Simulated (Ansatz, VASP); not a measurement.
## ScSbTe4: VASP beside Ansatz

```
CELL_PARAMETERS angstrom
6.21959 0.00000 0.00000
-3.10979 5.38632 0.00000
0.00000 0.00000 5.39013
ATOMIC_POSITIONS crystal
Sc 0.66667 0.33333 0.00000
Sb 0.00000 0.00000 0.00000
Te 0.33333 0.66667 0.00000
Te 0.50321 0.49679 0.50000
Te 0.50321 0.00642 0.50000
Te 0.99358 0.49679 0.50000
```

Change from the starting cell: species swapped into the LaAlCu4 type (P-6m2, No. 187).

Alike in both runs: task relaxation of cell and atoms; functional PBE; k mesh 6 × 6 × 8; occupations gaussian, width 0.1 eV; no spin polarisation.

|  | VASP | Ansatz |
| --- | --- | --- |
| version | VASP 6.6.1 | Ansatz 0.2.0 |
| potentials or method | VASP PAW PBE potentials, release 64 (Sc_sv, Sb, Te), cutoff 600 eV | scalar-relativistic, plane waves, PAW |
| valence electrons in the cell | 40 | 90 |

|  | VASP | Ansatz | Ansatz less VASP |
| --- | --- | --- | --- |
| gap on the k mesh at the Fermi level, each at its own relaxed structure (eV) | none | none | - |
| relaxed volume (Å³/atom) | 29.81 | 29.84 | +0.033 |
| relaxed cell length with the largest relative difference (Å) | 6.120 | 6.124 | +0.0045 |

A gap of «none» marks a metal or a gap that the smearing closes. VASP's potentials hold 40 valence electrons a cell and Ansatz's 90, so a difference there can come from the potentials and not from the codes.

Spin-orbit coupling is off throughout.
